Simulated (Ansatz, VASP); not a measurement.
# Two plane-wave programs on Pd

File INCAR:

```
SYSTEM = Pd
  PREC = Accurate
  ENCUT = 500
  EDIFF = 1E-7
  ISMEAR = -1
  SIGMA = 0.05
  LREAL = .False.
  LASPH = .True.
  NELM = 200
  ALGO = Normal
  ISIF = 3
  LWAVE = .False.
  LCHARG = .False.
  ISPIN = 2
  MAGMOM = 0.5
  LORBIT = 11
  LMAXMIX = 4
  GGA = PE
  IBRION = 2
  NSW = 80
  EDIFFG = -0.01
  GGA_COMPAT = .False.
  NELMIN = 4
```

The input KPOINTS:

```
regular mesh
0
Gamma
  12 12 12
  0 0 0
```

Contents of POSCAR:

```
Pd
1.0
    2.5140960172      0.0000000000      0.0000000000
    0.0000000000      2.5140960172      0.0000000000
    0.0000000000      0.0000000000      2.5140960172
Pd
1
Direct
    0.0000000000      0.0000000000      0.0000000000
```

Input for Ansatz:

```yaml
crystal:
  lattice:
    - [2.5140960172, 0.0, 0.0]
    - [0.0, 2.5140960172, 0.0]
    - [0.0, 0.0, 2.5140960172]
  atoms:
    - { symbol: Pd, position: [0.0, 0.0, 0.0], spin: 0.5 }
hamiltonian:
  xc: pbe
  pseudopotentials:
    kind: paw
    azcp:
      Pd: "pseudopotentials/Pd.paw.azcp"
basis:
  ecutwfc: 420
  fft_grid_basis: typed
kpoints:
  mp_grid: { grid: [12, 12, 12], shift: [0, 0, 0] }
magnetization:
  spin_polarized: true
scf:
  occupations: { method: fermi_dirac, width: 0.05 }
relax:
  max_steps: 60
  f_tol: 0.01
  cell: {}
output:
  write_density: true
  write_potential: true
  elf: true
  volumetric_format: npy
```

Alike in both runs: task relaxation of cell and atoms; functional PBE; k mesh 12 × 12 × 12; occupations fermi-dirac, width 0.05 eV; collinear spin.

```csv
,VASP,Ansatz
version,VASP 6.6.1,Ansatz 0.2.0
potentials or method,"VASP PAW PBE potentials, release 64 (Pd), cutoff 500 eV","plane waves (420 eV) with PAW, scalar-relativistic"
valence electrons in the cell,10,18
```

```csv
,VASP,Ansatz,Ansatz less VASP
net moment per atom (μB),0.00,0.00,0.000
relaxed volume (Å³/atom),17.85,17.88,+0.029
relaxed cell length with the largest relative difference (Å),2.614,2.615,+0.0014
```

VASP's potentials hold 10 valence electrons a cell and Ansatz's 18, so a difference there can come from the potentials and not from the codes. Ansatz's warnings: seeded moment not kept.
